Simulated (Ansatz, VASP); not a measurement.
**Ga4Sb3As in VASP and in Ansatz**

INCAR

```
SYSTEM = Ga4Sb3As
PREC = Accurate ; ENCUT = 520
EDIFF = 1E-7 ; ISMEAR = -1
SIGMA = 0.02 ; LREAL = .FALSE.
LASPH = .TRUE. ; NELM = 80
ALGO = Normal ; ISIF = 2
LWAVE = .FALSE. ; LCHARG = .FALSE.
GGA = PE ; NBANDS = 46
```

The input KPOINTS:

```
regular mesh
0
G
  12 12 2
  0 0 0
```

Contents of POSCAR:

```
Ga4Sb3As
1.0
    4.2488311712      0.0000000000      0.0000000000
   -2.1244155856      3.6795957307      0.0000000000
    0.0000000000      0.0000000000     13.9869289152
As Sb Ga
1 3 4
Direct
    0.6666666667      0.3333333333     -0.0001440146
    0.6666666667      0.3333333333      0.4995880809
    0.3333333333      0.6666666667      0.7559249690
    0.3333333333      0.6666666667      0.2431665283
    0.6666666667      0.3333333333      0.8232449165
    0.6666666667      0.3333333333      0.3096943682
    0.3333333333      0.6666666667      0.5664492432
    0.3333333333      0.6666666667      0.0520759084
```

Input for Ansatz:

```yaml
crystal:
  lattice:
    - [4.2488311712, 0.0, 0.0]
    - [-2.1244155856, 3.6795957307, 0.0]
    - [0.0, 0.0, 13.9869289152]
  atoms:
    - { symbol: As, position: [0.6666666667, 0.3333333333, -0.0001440146] }
    - { symbol: Sb, position: [0.6666666667, 0.3333333333, 0.4995880809] }
    - { symbol: Sb, position: [0.3333333333, 0.6666666667, 0.755924969] }
    - { symbol: Sb, position: [0.3333333333, 0.6666666667, 0.2431665283] }
    - { symbol: Ga, position: [0.6666666667, 0.3333333333, 0.8232449165] }
    - { symbol: Ga, position: [0.6666666667, 0.3333333333, 0.3096943682] }
    - { symbol: Ga, position: [0.3333333333, 0.6666666667, 0.5664492432] }
    - { symbol: Ga, position: [0.3333333333, 0.6666666667, 0.0520759084] }
kpoints:
  mp_grid: { grid: [12, 12, 2] }
  band_path:
    path:
      - [[0.0, 0.0, 0.0], [0.5, -1.938425176929e-17, -1.272356705405e-17], [0.3333333333333, 0.3333333333333, -8.482378036033e-18], [0.0, 0.0, 0.0], [2.46233535281e-35, -7.043769745312e-36, 0.5], [0.5, -1.909050194332e-17, 0.5], [0.3333333333333, 0.3333333333333, 0.5], [2.46233535281e-35, -7.043769745312e-36, 0.5]]
      - [[0.5, -1.909050194332e-17, 0.5], [0.5, -1.938425176929e-17, -1.272356705405e-17]]
      - [[0.3333333333333, 0.3333333333333, 0.5], [0.3333333333333, 0.3333333333333, -8.482378036033e-18]]
    npoints: 10
hamiltonian:
  xc: pbe
scf:
  occupations: { method: fermi_dirac, width: 0.02 }
  n_extra_bands: 6
output:
  forces: true
  stress: true
  eigenvalues: true
```

Alike in both runs: task single point; functional PBE; k mesh 12 × 12 × 2; occupations fermi-dirac, width 0.02 eV; no spin polarisation.

|  | VASP | Ansatz |
| --- | --- | --- |
| version | VASP 6.6.1 | Ansatz 0.2.0 |
| potentials or method | VASP PAW PBE potentials, release 64 (As, Sb, Ga_d) | plane waves, PAW |
| plane-wave cutoff (eV) | 520 | 420 |
| valence electrons in the cell | 72 | 112 |

|  | VASP | Ansatz | Ansatz less VASP |
| --- | --- | --- | --- |
| pressure (GPa) | 2.1 | 2.0 | -0.10 |
| traceless stress, the component that is largest in VASP (GPa) | 0.13 | 0.13 | -0.005 |
| rms of the force components (eV/Å) | 0.018 | 0.017 | -0.0014 |

Atom by atom the forces differ by 0.001 eV/Å (rms over components). VASP's potentials hold 72 valence electrons a cell and Ansatz's 112, so a difference there can come from the potentials and not from the codes.

Spin-orbit coupling is off throughout.
